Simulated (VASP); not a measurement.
# Co (Fd-3m) in VASP: notebook

The runs below take Co through single point, with LDA.

All numbers are computed with VASP 6.6.1; they aren't measurements. Logs are shortened: lines on timing, memory, paths and dates and some standing lists are left out, and cuts for length are marked.

## 1. The cell of the first run

It takes space group Fd-3m (No. 227, cubic). The conventional cell has a = 6.602 Å, b = 6.602 Å, c = 6.602 Å, α = 90.00°, β = 90.00°, γ = 90.00°. Co (site symmetry -43m) has 16 Co at 2.74 to 2.86 Å within 3.6 Å. Co (site symmetry -3m) has 12 Co at 2.33 to 2.74 Å within 3.1 Å.

## 2. Single point, LDA, collinear spin, ferromagnetic start

The input, INCAR:

```
SYSTEM = Co
ALGO = Normal
EDIFF = 1E-6
ENCUT = 600
GGA_COMPAT = .FALSE.
ISIF = 2
ISMEAR = -1
ISPIN = 2
LASPH = .TRUE.
LCHARG = .FALSE.
LMAXMIX = 4
LORBIT = 11
LREAL = .FALSE.
LWAVE = .FALSE.
MAGMOM = 1.8 1.8 1.8 1.8 1.8 1.8
NBANDS = 40
NELM = 200
PREC = Accurate
SIGMA = 0.15
```

The input, KPOINTS:

```
k-points
0
G
  6 6 6
  0 0 0
```

The input, POSCAR:

```
Co
1.0
    0.0000000000      3.3009772389      3.3009772389
    3.3009772389      0.0000000000      3.3009772389
    3.3009772389      3.3009772389      0.0000000000
Co
6
Direct
    0.2500000000      0.2500000000      0.2500000000
    0.0000000000      0.0000000000      0.0000000000
    0.6250000000      0.6250000000      0.1250000000
    0.6250000000      0.1250000000      0.6250000000
    0.1250000000      0.6250000000      0.6250000000
    0.6250000000      0.6250000000      0.6250000000
```

Potentials or basis: VASP PAW LDA potentials, release 64 (Co).

Started as:

```bash
cat potpaw_LDA.64/Co/POTCAR > POTCAR
mpirun -np 1 vasp_std > vasp.out
```

OUTCAR:

```text
SYSTEM = Co
   EDIFF = 1E-6
   ENCUT = 600
   ISIF = 2
   ISMEAR = -1
   ISPIN = 2
   LASPH = .TRUE.
   LORBIT = 11
   LREAL = .FALSE.
   NELM = 200
   PREC = Accurate

 ion  position               nearest neighbor table
   1  0.250  0.250  0.250-   3 2.74   4 2.74   5 2.74   4 2.74   5 2.74   6 2.74   3 2.74   5 2.74
                             6 2.74   3 2.74   4 2.74   6 2.74   2 2.86   2 2.86   2 2.86   2 2.86
   2  0.000  0.000  0.000-   3 2.74   4 2.74   6 2.74   3 2.74   5 2.74   6 2.74   4 2.74   5 2.74
                             6 2.74   3 2.74   4 2.74   5 2.74   1 2.86   1 2.86   1 2.86   1 2.86
   3  0.625  0.625  0.125-   6 2.33   4 2.33   5 2.33   6 2.33   4 2.33   5 2.33   1 2.74   2 2.74
                             2 2.74   1 2.74   2 2.74   1 2.74
   4  0.625  0.125  0.625-   6 2.33   3 2.33   3 2.33   5 2.33   6 2.33   5 2.33   1 2.74   1 2.74
                             2 2.74   1 2.74   2 2.74   2 2.74
   5  0.125  0.625  0.625-   6 2.33   3 2.33   4 2.33   3 2.33   4 2.33   6 2.33   1 2.74   2 2.74
                             1 2.74   2 2.74   1 2.74   2 2.74
   6  0.625  0.625  0.625-   3 2.33   4 2.33   5 2.33   3 2.33   4 2.33   5 2.33   2 2.74   1 2.74
                             2 2.74   1 2.74   2 2.74   1 2.74

  LATTYP: Found a face centered cubic cell.
 ALAT       =     6.6019544778

  Lattice vectors:

 A1 = (   0.0000000000,   3.3009772389,   3.3009772389)
 A2 = (   3.3009772389,   0.0000000000,   3.3009772389)
 A3 = (   3.3009772389,   3.3009772389,   0.0000000000)

Analysis of symmetry for initial positions (statically):
=====================================================================
 Subroutine PRICEL returns:
 Original cell was already a primitive cell.

 Routine SETGRP: Setting up the symmetry group for a
 face centered cubic supercell.

 Subroutine GETGRP returns: Found 48 space group operations
 (whereof 24 operations were pure point group operations)
 out of a pool of 48 trial point group operations.

The static configuration has the point symmetry T_d .
 The point group associated with its full space group is O_h .

Analysis of symmetry for dynamics (positions and initial velocities):
=====================================================================
 Subroutine PRICEL returns:
 Original cell was already a primitive cell.

 Routine SETGRP: Setting up the symmetry group for a
 face centered cubic supercell.

 Subroutine GETGRP returns: Found 48 space group operations
 (whereof 24 operations were pure point group operations)
 out of a pool of 48 trial point group operations.

The dynamic configuration has the point symmetry T_d .
 The point group associated with its full space group is O_h .

Analysis of structural, dynamic, and magnetic symmetry:
=====================================================================
 Subroutine PRICEL returns:
 Original cell was already a primitive cell.

 Routine SETGRP: Setting up the symmetry group for a
 face centered cubic supercell.

 Subroutine GETGRP returns: Found 48 space group operations
 (whereof 24 operations were pure point group operations)
 out of a pool of 48 trial point group operations.

The overall configuration has the point symmetry T_d .
 The point group associated with its full space group is O_h .

 Subroutine INISYM returns: Found 48 space group operations
 (whereof 24 operations are pure point group operations),
 and found     1 'primitive' translations

----------------------------------------------------------------------------------------

                                     Primitive cell

  volume of cell :      71.9379

  direct lattice vectors                    reciprocal lattice vectors
     0.000000000  3.300977239  3.300977239    -0.151470296  0.151470296  0.151470296
     3.300977239  0.000000000  3.300977239     0.151470296 -0.151470296  0.151470296
     3.300977239  3.300977239  0.000000000     0.151470296  0.151470296 -0.151470296

  length of vectors
     4.668286780  4.668286780  4.668286780     0.262354249  0.262354249  0.262354249

  position of ions in fractional coordinates (direct lattice)
     0.250000000  0.250000000  0.250000000
     0.000000000  0.000000000  0.000000000
     0.625000000  0.625000000  0.125000000
     0.625000000  0.125000000  0.625000000
     0.125000000  0.625000000  0.625000000
     0.625000000  0.625000000  0.625000000

  ion indices of the primitive-cell ions
   primitive index   ion index
                 1           1
                 2           2
                 3           3
                 4           4
                 5           5
                 6           6

----------------------------------------------------------------------------------------

 KPOINTS: k-points

Automatic generation of k-mesh.
 Grid dimensions read from file:
 generate k-points for:    6    6    6

 Generating k-lattice:

  Cartesian coordinates                     Fractional coordinates (reciprocal lattice)
    -0.025245049  0.025245049  0.025245049     0.166666667  0.000000000  0.000000000
     0.025245049 -0.025245049  0.025245049     0.000000000  0.166666667  0.000000000
     0.025245049  0.025245049 -0.025245049     0.000000000  0.000000000  0.166666667

  Length of vectors
     0.043725708  0.043725708  0.043725708

  Shift w.r.t. Gamma in fractional coordinates (k-lattice)
     0.000000000  0.000000000  0.000000000

 Subroutine IBZKPT returns following result:
 ===========================================

 Found     16 irreducible k-points:

 Following reciprocal coordinates:
            Coordinates               Weight
  0.000000  0.000000  0.000000      1.000000
  0.166667  0.000000  0.000000      8.000000
  0.333333  0.000000  0.000000      8.000000
  0.500000  0.000000  0.000000      4.000000
  0.166667  0.166667  0.000000      6.000000
  0.333333  0.166667  0.000000     24.000000
[... 8 lines left out ...]
 -0.333333  0.333333  0.166667     24.000000
 -0.333333  0.500000  0.166667     12.000000
   k-points           NKPTS =     16   k-points in BZ     NKDIM =     16   number of bands    NBANDS=     40
   number of dos      NEDOS =    301   number of ions     NIONS =      6
   total plane-waves  NPLWV =  64000
   dimension x,y,z NGX =    40 NGY =   40 NGZ =   40
   dimension x,y,z NGXF=    80 NGYF=   80 NGZF=   80
   ions per type =               6
   NGX,Y,Z   is equivalent  to a cutoff of  14.24, 14.24, 14.24 a.u.
   NGXF,Y,Z  is equivalent  to a cutoff of  28.49, 28.49, 28.49 a.u.
 SYSTEM =  Co
   PREC   = accura    normal or accurate (medium, high low for compatibility)
   ISTART =      0    job   : 0-new  1-cont  2-samecut
   ICHARG =      2    charge: 1-file 2-atom 10-const
   ISPIN  =      2    spin polarized calculation?
   LNONCOLLINEAR =      F non collinear calculations
   LSORBIT =      F    spin-orbit coupling
   LASPH  =      T    aspherical Exc in radial PAW
   ENCUT  =  600.0 eV  44.10 Ry    6.64 a.u.   9.32  9.32  9.32*2*pi/ulx,y,z
   NELM   =    200;   NELMIN=  2; NELMDL= -5     # of ELM steps
   EDIFF  = 0.1E-05   stopping-criterion for ELM
   LREAL  =      F    real-space projection
   EDIFFG = 0.1E-04   stopping-criterion for IOM
   NSW    =      0    number of steps for IOM
   IBRION =     -1    ionic relax: 0-MD 1-quasi-New 2-CG
   NFREE  =      0    steps in history (QN), initial steepest desc. (CG)
   ISIF   =      2    stress and relaxation
   ISYM   =      2    0-nonsym 1-usesym 2-fastsym
   POTIM  = 0.5000    time-step for ionic-motion
   TEBEG  =    0.0;   TEEND  =   0.0 temperature during run
   PSTRESS=    0.0 pullay stress
   NELECT =      54.0000    total number of electrons
   NUPDOWN=      -1.0000    fix difference up-down
   EMIN   =  10.00;   EMAX   =-10.00  energy-range for DOS
   EFERMI =   0.00;   METHOD = LEGACY
   ISMEAR =    -1;   SIGMA  =   0.15  broadening in eV -4-tet -1-fermi 0-gaus
   EFERMI_NEDOS =   21; number of points for ismear=-14 and -15
   IALGO  =     38    algorithm
   IMIX   =      4    mixing-type and parameters
     AMIX     =   0.40;   BMIX     =  1.00
     AMIX_MAG =   1.60;   BMIX_MAG =  1.00
  volume/ion in A,a.u.               =      11.99        80.91
  Fermi-wavevector in a.u.,A,eV,Ry     =   1.487831  2.811593 30.118409  2.213641
  Thomas-Fermi vector in A             =   2.600942
   LORBIT       =     11    0 simple, 1 ext, 2 COOP (PROOUT), +10 PAW based schemes
   GGA     = CA    functional components
   LHFCALC =     F    Hartree Fock is set to
   AEXX    =    0.0000 exact exchange contribution
   IVDW    =     0    specifies the selected vdW correction
   LEPSILON=     F    determine dielectric tensor
   LRPA    =     F    only Hartree local field effects (RPA)
 spin polarized calculation
  energy-cutoff  :      600.00
  volume of cell :       71.94
 maximum number of plane-waves:      2424
 NGX is ok and might be reduce to    40
   NGX = 19   NGY = 19   NGZ = 19

 number of electron      54.0000000 magnetization      10.8000000

 number of electron      53.9999997 magnetization       9.6620029

 Free energy of the ion-electron system (eV)
  ---------------------------------------------------
  ext. energy  EPLUGINS =         0.00000000
  ---------------------------------------------------
  free energy    TOTEN  =       -46.79952540 eV

  energy without entropy =      -46.12168541  energy(sigma->0) =      -46.46060541

 E-fermi :   8.7690     XC(G=0): -13.1249

 val. band max:        8.7573471360   @ k =  -0.3333   0.1667   0.0000
 cond. band min:       8.7714464717   @ k =   0.5000   0.3333   0.1667
 fundamental gap:      0.0140993357
 Fermi energy:         8.7689631944

 spin component 1

 k-point     1 :       0.0000    0.0000    0.0000
  band No.  band energies     occupation
      1       0.1696      1.00000
      2       3.0727      1.00000
      3       4.1574      1.00000
      4       4.1574      1.00000
      5       4.1574      1.00000
      6       4.8058      1.00000
[... 31 lines left out ...]
     38      14.9346      0.00000
     39      15.2991      0.00000

 k-point     2 :       0.1667    0.0000    0.0000
  band No.  band energies     occupation
      1       0.4745      1.00000
      2       3.1998      1.00000
      3       4.1867      1.00000
      4       4.2353      1.00000
      5       4.2353      1.00000
      6       4.6458      1.00000
[... 580 lines left out ...]
 k-point    16 :      -0.3333    0.5000    0.1667
  band No.  band energies     occupation
      1       3.4100      1.00000
      2       3.4100      1.00000
      3       4.0822      1.00000
      4       4.0822      1.00000
      5       4.8952      1.00000
      6       4.8952      1.00000
[... 31 lines left out ...]
     38      16.3956      0.00000
     39      20.1823      0.00000
 Fermi energy:         8.7689631944

 spin component 2

 k-point     1 :       0.0000    0.0000    0.0000
  band No.  band energies     occupation
      1       0.3630      1.00000
      2       4.0831      1.00000
      3       5.2295      1.00000
      4       5.2295      1.00000
      5       5.2295      1.00000
      6       5.8870      1.00000
[... 31 lines left out ...]
     38      15.7094      0.00000
     39      16.0268      0.00000

 k-point     2 :       0.1667    0.0000    0.0000
  band No.  band energies     occupation
      1       0.6708      1.00000
      2       4.1923      1.00000
      3       5.2255      1.00000
      4       5.2896      1.00000
      5       5.2896      1.00000
      6       5.6630      1.00000
[... 580 lines left out ...]
 k-point    16 :      -0.3333    0.5000    0.1667
  band No.  band energies     occupation
      1       3.8222      1.00000
      2       3.8222      1.00000
      3       4.6663      1.00000
      4       4.6663      1.00000
      5       6.0900      1.00000
      6       6.0900      1.00000
[... 31 lines left out ...]
     38      17.0607      0.00000
     39      20.6686      0.00000
 [bands above 39 left out]

------------------------ aborting loop because EDIFF is reached ----------------------------------------

  FORCE on cell =-STRESS in cart. coord.  units (eV):
  Direction    XX          YY          ZZ          XY          YZ          ZX
  --------------------------------------------------------------------------------------
  -------------------------------------------------------------------------------------
  Total      -10.5084843    -10.5084843    -10.5084843      0.0000000      0.0000000     -0.0000000
  in kB     -234.0416108   -234.0416108   -234.0416108      0.0000000      0.0000000     -0.0000000
  external PRESSURE =    -234.0416108 kB  Pullay stress =       0.0000000 kB

 VOLUME and BASIS-vectors are now :
 -----------------------------------------------------------------------------
  energy-cutoff  :      600.00
  volume of cell :       71.94
      direct lattice vectors                 reciprocal lattice vectors
     0.000000000  3.300977239  3.300977239    -0.151470296  0.151470296  0.151470296
     3.300977239  0.000000000  3.300977239     0.151470296 -0.151470296  0.151470296
     3.300977239  3.300977239  0.000000000     0.151470296  0.151470296 -0.151470296

 POSITION                                       TOTAL-FORCE (eV/Angst)
 -----------------------------------------------------------------------------------
      1.65049      1.65049      1.65049         0.000000      0.000000     -0.000000
      0.00000      0.00000      0.00000        -0.000000     -0.000000      0.000000
      2.47573      2.47573      4.12622        -0.000000      0.000000      0.000000
      2.47573      4.12622      2.47573        -0.000000      0.000000     -0.000000
      4.12622      2.47573      2.47573        -0.000000      0.000000      0.000000
      4.12622      4.12622      4.12622        -0.000000      0.000000     -0.000000
 -----------------------------------------------------------------------------------
    total drift:                                0.000000      0.000000      0.000000

  FREE ENERGIE OF THE ION-ELECTRON SYSTEM (eV)
  ---------------------------------------------------
  free  energy   TOTEN  =       -46.7995254011 eV

  energy  without entropy=      -46.1216854117  energy(sigma->0) =      -46.46060541

 total charge

# of ion       s       p       d       tot
------------------------------------------
    1        0.373   0.355   7.180   7.908
    2        0.373   0.355   7.180   7.908
    3        0.509   0.509   7.286   8.303
    4        0.509   0.509   7.286   8.303
    5        0.509   0.509   7.286   8.303
    6        0.509   0.509   7.286   8.303
--------------------------------------------------
tot          2.781   2.744  43.504  49.029

 magnetization (x)

# of ion       s       p       d       tot
------------------------------------------
    1       -0.008  -0.028   1.776   1.740
    2       -0.008  -0.028   1.776   1.740
    3       -0.008  -0.037   1.607   1.563
    4       -0.008  -0.037   1.607   1.563
    5       -0.008  -0.037   1.607   1.563
    6       -0.008  -0.037   1.607   1.563
--------------------------------------------------
tot         -0.048  -0.203   9.981   9.730
```

It took 2.3 min on 1 thread of Intel Xeon 6975P-C (Granite Rapids), shared host; peak memory 0.24 GiB.

Results:

- Free energy: -46.7995 eV
- Pressure: -23.4 GPa
- Net moment: 9.66 μB per cell
- Site moments: Co +1.74, +1.56 μB
- Valence electrons inside the program's atomic spheres: Co 7.91, 8.30

## 3. Single point, LDA, collinear spin, ferromagnetic start

This run uses another cell than the first one, of 12.43 Å³/atom, 1.037 times its volume.

The input, INCAR:

```
  PREC = Accurate
  ENCUT = 600
  EDIFF = 1E-6
  ISMEAR = -1
  SIGMA = 0.15
  LREAL = F
  LASPH = T
  NELM = 200
  ALGO = Normal
  ISIF = 2
  LWAVE = F
  LCHARG = F
  ISPIN = 2
  MAGMOM = 1.8 1.8 1.8 1.8 1.8 1.8
  LORBIT = 11
  LMAXMIX = 4
  NBANDS = 40
  GGA_COMPAT = F
```

The input, KPOINTS:

```
Automatic mesh
0
Gamma
  6 6 6
```

Edit POSCAR of step 2 so:

```diff
@@ -2,5 +2,5 @@
 1.0
-    0.0000000000      3.3009772389      3.3009772389
-    3.3009772389      0.0000000000      3.3009772389
-    3.3009772389      3.3009772389      0.0000000000
+    0.0000000000      3.3412370267      3.3412370267
+    3.3412370267      0.0000000000      3.3412370267
+    3.3412370267      3.3412370267      0.0000000000
 Co
```

Potentials or basis: VASP PAW LDA potentials, release 64 (Co).

Started as:

```bash
cat potpaw_LDA.64/Co/POTCAR > POTCAR
mpirun -np 1 vasp_std > vasp.out
```

Run time: 2.2 min. Hardware: 1 thread of Intel Xeon 6975P-C (Granite Rapids), shared host; peak memory 0.25 GiB.

The run converged. Its results:

```
Free energy                                           : -46.3793 eV
Pressure                                              : -27.1 GPa
Net moment                                            : 9.94 μB per cell
Site moments                                          : Co +1.78, +1.62 μB
Valence electrons inside the program's atomic spheres : Co 7.87, 8.24
```

Levels at points of the mesh, in eV from the Fermi level:
Spin up:
| k point | band 28 | band 29 | band 30 | band 31 | band 32 | band 33 | band 34 | band 35 | band 36 | band 37 |
| --- | --- | --- | --- | --- | --- | --- | --- | --- | --- | --- |
| (0.00, 0.00, 0.00) | -0.97 | -0.18 | -0.18 | -0.18 | 1.02 | 2.60 | 2.60 | 2.60 | 5.95 | 5.95 |
| (0.50, 0.00, 0.00) | -1.13 | -1.13 | -0.89 | -0.89 | -0.18 | 1.71 | 2.23 | 2.23 | 4.84 | 4.84 |
| (0.50, 0.50, 0.00) | -1.29 | -1.17 | -1.17 | -1.11 | -1.11 | 1.18 | 1.18 | 1.75 | 1.75 | 10.72 |
Spin down:
| k point | band 19 | band 20 | band 21 | band 22 | band 23 | band 24 |
| --- | --- | --- | --- | --- | --- | --- |
| (0.00, 0.00, 0.00) | -0.40 | -0.40 | 0.16 | 0.16 | 0.16 | 0.54 |
| (0.50, 0.00, 0.00) | -0.42 | -0.42 | -0.17 | -0.15 | -0.15 | 0.11 |
| (0.50, 0.50, 0.00) | -0.34 | -0.34 | -0.09 | -0.09 | -0.02 | -0.02 |
